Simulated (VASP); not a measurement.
# K (P4/mmm) in VASP: further runs, part 2 of 2

VASP 6.6.1. Earlier steps stand in the parts before.

### 4 Single point, PBEsol

This run uses another cell than the first one, of 83.63 Å³/atom.

INCAR

```
PREC = Accurate
ENCUT = 520
EDIFF = 1E-7
ISMEAR = -1
SIGMA = 0.2
LREAL = F
LASPH = T
NELM = 60
ALGO = Normal
ISIF = 2
LWAVE = F
LCHARG = T
GGA = PS
LELF = T
LVHAR = T
NBANDS = 30
```

KPOINTS

```
Automatic mesh
0
Gamma
  4 4 2
```

POSCAR

```
K
1.0
    6.1224046116      0.0000000000      0.0000000000
    0.0000000000      6.1224046116      0.0000000000
    0.0000000000      0.0000000000     11.1554839068
K
5
Direct
    0.0000000000      0.0000000000      0.0000000000
    0.5000000000      0.0000000000      0.3079720000
    0.0000000000      0.5000000000      0.3079720000
    0.0000000000      0.5000000000      0.6920280000
    0.5000000000      0.0000000000      0.6920280000
```

Potentials or basis: VASP PAW PBE potentials, release 64 (K_sv).

Command:

```bash
> cat potpaw_PBE.64/K_sv/POTCAR > POTCAR
> mpirun -np 1 vasp_std > vasp.out
```

OUTCAR:

```text
PREC = Accurate
   ENCUT = 520
   EDIFF = 1E-7
   ISMEAR = -1
   LREAL = F
   LASPH = T
   NELM = 60
   ISIF = 2
   GGA = PS

 ion  position               nearest neighbor table
   1  0.000  0.000  0.000-
   2  0.500  0.000  0.308-
   3  0.000  0.500  0.308-
   4  0.000  0.500  0.692-
   5  0.500  0.000  0.692-

  LATTYP: Found a simple tetragonal cell.
 ALAT       =     6.1224046116
 C/A-ratio  =     1.8220755756

  Lattice vectors:

 A1 = (   6.1224046116,   0.0000000000,   0.0000000000)
 A2 = (   0.0000000000,   6.1224046116,   0.0000000000)
 A3 = (   0.0000000000,   0.0000000000,  11.1554839068)

Analysis of symmetry for initial positions (statically):
=====================================================================
 Subroutine PRICEL returns:
 Original cell was already a primitive cell.

 Routine SETGRP: Setting up the symmetry group for a
 simple tetragonal supercell.

 Subroutine GETGRP returns: Found 16 space group operations
 (whereof 16 operations were pure point group operations)
 out of a pool of 16 trial point group operations.

The static configuration has the point symmetry D_4h.

Analysis of symmetry for dynamics (positions and initial velocities):
=====================================================================
 Subroutine PRICEL returns:
 Original cell was already a primitive cell.

 Routine SETGRP: Setting up the symmetry group for a
 simple tetragonal supercell.

 Subroutine GETGRP returns: Found 16 space group operations
 (whereof 16 operations were pure point group operations)
 out of a pool of 16 trial point group operations.

The dynamic configuration has the point symmetry D_4h.
[... 105 lines left out ...]
   EMIN   =  10.00;   EMAX   =-10.00  energy-range for DOS
   EFERMI =   0.00;   METHOD = LEGACY
   ISMEAR =    -1;   SIGMA  =   0.20  broadening in eV -4-tet -1-fermi 0-gaus
   EFERMI_NEDOS =   21; number of points for ismear=-14 and -15
   IALGO  =     38    algorithm
   IMIX   =      4    mixing-type and parameters
     AMIX     =   0.40;   BMIX     =  1.00
     AMIX_MAG =   1.60;   BMIX_MAG =  1.00
  volume/ion in A,a.u.               =      83.63       564.36
  Fermi-wavevector in a.u.,A,eV,Ry     =   0.778696  1.471523  8.250139  0.606368
  Thomas-Fermi vector in A             =   1.881646
   LORBIT       =      0    0 simple, 1 ext, 2 COOP (PROOUT), +10 PAW based schemes
   GGA     = PS    functional components
   LHFCALC =     F    Hartree Fock is set to
   AEXX    =    0.0000 exact exchange contribution
   IVDW    =     0    specifies the selected vdW correction
   LEPSILON=     F    determine dielectric tensor
   LRPA    =     F    only Hartree local field effects (RPA)
 non-spin polarized calculation
  energy-cutoff  :      520.00
  volume of cell :      418.15
 maximum number of plane-waves:     11292
 NGX is ok and might be reduce to    48
   NGX = 23   NGY = 23   NGZ = 41

 number of electron      45.0000006 magnetization

 Free energy of the ion-electron system (eV)
  ---------------------------------------------------
  ext. energy  EPLUGINS =         0.00000000
  ---------------------------------------------------
  free energy    TOTEN  =        -5.37105415 eV

  energy without entropy =       -4.87654531  energy(sigma->0) =       -5.12379973

 E-fermi :  -0.4311     XC(G=0):  -5.3552

 val. band max:       -0.4607392928   @ k =   0.2500   0.2500   0.0000
 cond. band min:      -0.4111732669   @ k =   0.5000   0.5000   0.0000
 fundamental gap:      0.0495660259
 Fermi energy:        -0.4310781657

 k-point     1 :       0.0000    0.0000    0.0000
  band No.  band energies     occupation
      1     -32.5916      2.00000
      2     -32.5892      2.00000
      3     -32.5836      2.00000
      4     -32.5814      2.00000
      5     -32.5668      2.00000
      6     -16.1669      2.00000
[... 385 lines left out ...]
     29       1.2048      0.00056
     30       1.5539      0.00010

------------------------ aborting loop because EDIFF is reached ----------------------------------------

  FORCE on cell =-STRESS in cart. coord.  units (eV):
  Direction    XX          YY          ZZ          XY          YZ          ZX
  --------------------------------------------------------------------------------------
  -------------------------------------------------------------------------------------
  Total       -0.2823433     -0.2823433      0.0727383      0.0000000      0.0000000      0.0000000
  in kB       -1.0818216     -1.0818216      0.2787029      0.0000000      0.0000000      0.0000000
  external PRESSURE =      -0.6283134 kB  Pullay stress =       0.0000000 kB

 VOLUME and BASIS-vectors are now :
 -----------------------------------------------------------------------------
  energy-cutoff  :      520.00
  volume of cell :      418.15
      direct lattice vectors                 reciprocal lattice vectors
     6.122404612  0.000000000  0.000000000     0.163334517  0.000000000  0.000000000
     0.000000000  6.122404612  0.000000000     0.000000000  0.163334517  0.000000000
     0.000000000  0.000000000 11.155483907     0.000000000  0.000000000  0.089642010

 POSITION                                       TOTAL-FORCE (eV/Angst)
 -----------------------------------------------------------------------------------
      0.00000      0.00000      0.00000        -0.000000      0.000000     -0.000000
      3.06120      0.00000      3.43558        -0.000000     -0.000000     -0.001160
      0.00000      3.06120      3.43558         0.000000      0.000000     -0.001160
      0.00000      3.06120      7.71991        -0.000000      0.000000      0.001160
      3.06120      0.00000      7.71991        -0.000000     -0.000000      0.001160
 -----------------------------------------------------------------------------------
    total drift:                                0.000000      0.000000     -0.000000

  FREE ENERGIE OF THE ION-ELECTRON SYSTEM (eV)
  ---------------------------------------------------
  free  energy   TOTEN  =        -5.3710541475 eV

  energy  without entropy=       -4.8765453116  energy(sigma->0) =       -5.12379973
```

stdout:

```text
POSCAR found type information on POSCAR K
 POSCAR found :  1 types and       5 ions
 scaLAPACK will be used
 -----------------------------------------------------------------------------
|                                                                             |
|                                                                             |
|     You enforced a specific xc type in the INCAR file but a different       |
|     I HOPE YOU KNOW WHAT YOU ARE DOING!                                     |
|                                                                             |
 -----------------------------------------------------------------------------

 LDA part: xc-table for (Slater+PW92), standard interpolation
 POSCAR, INCAR and KPOINTS ok, starting setup
 FFT: planning ... GRIDC
 FFT: planning ... GRID_SOFT
 FFT: planning ... GRID
 WAVECAR not read
 entering main loop
```

Run time: 4.6 min. Hardware: 1 thread of AMD EPYC 7R43 (Zen 3), shared host; peak memory 0.45 GiB.

What came out:

```
Free energy            : -5.3711 eV
Pressure               : -0.1 GPa
Band gap on the k mesh : zero (an odd number of electrons rules out a gap without spin polarisation)
```

Caveat: the PAW data sets were made with another functional, which shifts forces and pressure a little.

### 5 Single point, PBEsol

This run uses another cell than the first one, of 85.92 Å³/atom.

INCAR

```
ALGO = Normal
EDIFF = 1E-6
ENCUT = 520
GGA = PS
ISIF = 2
ISMEAR = -1
LASPH = T
LCHARG = F
LREAL = F
LWAVE = F
NBANDS = 30
NELM = 80
PREC = Accurate
SIGMA = 0.2
```

KPOINTS

```
k-points
0
Gamma
  4 4 2
```

Edit POSCAR of step 4 so:

```diff
@@ -2,5 +2,5 @@
 1.0
-    6.1224046116      0.0000000000      0.0000000000
-    0.0000000000      6.1224046116      0.0000000000
-    0.0000000000      0.0000000000     11.1554839068
+    6.1778140000      0.0000000000      0.0000000000
+    0.0000000000      6.1778140000      0.0000000000
+    0.0000000000      0.0000000000     11.2564440000
 K
```

Command:

```bash
> cat potpaw_PBE.64/K_sv/POTCAR > POTCAR
> mpirun -np 1 vasp_std > vasp.out
```

It took 3.3 min on 1 thread of AMD EPYC 7R43 (Zen 3), shared host; peak memory 0.46 GiB.

Results (log left out):

| Quantity | Value |
| --- | --- |
| Free energy | -5.3651 eV |
| Pressure | -0.1 GPa |
| Band gap on the k mesh | zero (an odd number of electrons rules out a gap without spin polarisation) |

Stress tensor (GPa, compression positive):
```
-0.17  0.00  0.00
 0.00 -0.17  0.00
 0.00  0.00 -0.04
```

Levels at points of the mesh, in eV from the Fermi level:
```
           k point  band 20  band 21  band 22  band 23  band 24  band 25
(0.00, 0.00, 0.00)   -15.67    -1.95    -0.83    -0.45     1.20     1.84
(0.50, 0.00, 0.00)   -15.67    -0.97    -0.77     0.14     0.29     0.34
(0.50, 0.50, 0.00)   -15.66     0.02     0.06     0.06     0.32     0.95
(0.00, 0.00, 0.50)   -15.67    -1.70    -1.53     0.73     0.81     1.37
(0.50, 0.00, 0.50)   -15.67    -0.66    -0.66    -0.61    -0.29     1.38
(0.50, 0.50, 0.50)   -15.66     0.19     0.25     0.25     0.34     0.43
```

Caveat: the PAW data sets were made with another functional, which shifts forces and pressure a little.

### 6 Overview

```csv
cell,gap on the mesh (eV),pressure (GPa)
"a = 6.008, b = 6.008, c = 10.948 Å, 5 atoms",none,0.1
"a = 6.066, b = 6.066, c = 11.053 Å, 5 atoms",none,0.0
"a = 6.122, b = 6.122, c = 11.155 Å, 5 atoms",none,-0.1
"a = 6.178, b = 6.178, c = 11.256 Å, 5 atoms",none,-0.1
```

Alike in all rows: task single point; level PBEsol; potentials or basis VASP PAW PBE potentials, release 64 (K_sv); no spin polarisation; k mesh 4 × 4 × 2; cutoff (eV) 520; smearing fermi-dirac 0.2 eV.

Caveats: the PAW data sets were made with another functional, which shifts forces and pressure a little.

Absolute energies hang on the potentials; compare differences alone.
